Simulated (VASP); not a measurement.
Wanted: the native input for a VASP 6.6.1 run.

| Property | Result |
| --- | --- |
| Task | single point |
| Functional | PBE |
| Potentials or basis | VASP PAW PBE potentials, release 64 (Re_sv_GW) |
| Cutoff | 560 eV |
| k mesh | 10 × 10 × 10 |
| Occupations | gaussian, width 0.15 eV |
| Spin | no spin polarisation |
| Dipole correction | no |
| Further INCAR settings | ALGO = Normal; EDIFF = 1e-06; NBANDS = 14 |

The structure of Re lies in POSCAR:

```
Re
1.0
    0.0000000000      2.1667665997      1.6749105816
    2.1667665997      0.0000000000      1.6749105816
    2.1667665997      2.1667665997      0.0000000000
Re
1
Direct
    0.0000000000      0.0000000000      0.0000000000
```

The input as run:

INCAR

```
ALGO     = Normal         # electronic algorithm
EDIFF    = 1E-6           # SCF threshold, eV
ENCUT    = 560            # plane-wave cutoff, eV
GGA      = PE             # functional
GGA_COMPAT= False        
ISIF     = 2              # what is computed and relaxed
ISMEAR   = 0              # smearing method
LASPH    = True           # aspherical terms in the spheres
LCHARG   = True           # write CHGCAR
LELF     = True           # ELF
LREAL    = False          # projectors in reciprocal space
LVHAR    = True         
LWAVE    = False          # write WAVECAR
NBANDS   = 14             # bands
NELM     = 120            # most SCF steps
PREC     = Accurate       # precision mode
SIGMA    = 0.15           # smearing width, eV
```

KPOINTS

```
k-points
0
Gamma
  10 10 10
```

Potentials or basis: VASP PAW PBE potentials, release 64 (Re_sv_GW).

The run is started by

```sh
$ cat potpaw_PBE.64/Re_sv_GW/POTCAR > POTCAR
$ mpirun -np 1 vasp_std > vasp.out
```

It gave:

```yaml
Pressure: -14.3 GPa
Band_gap_on_the_k_mesh: zero (an odd number of electrons rules out a gap without spin polarisation)
```

Caveat: the cell stands under tension; spin-orbit coupling is left out, which moves the levels of the heavy elements.

Wall time 12 s on 1 thread of Intel(R) Xeon(R) Platinum 8488C (Sapphire Rapids), on a shared host, peak memory 0.16 GiB.
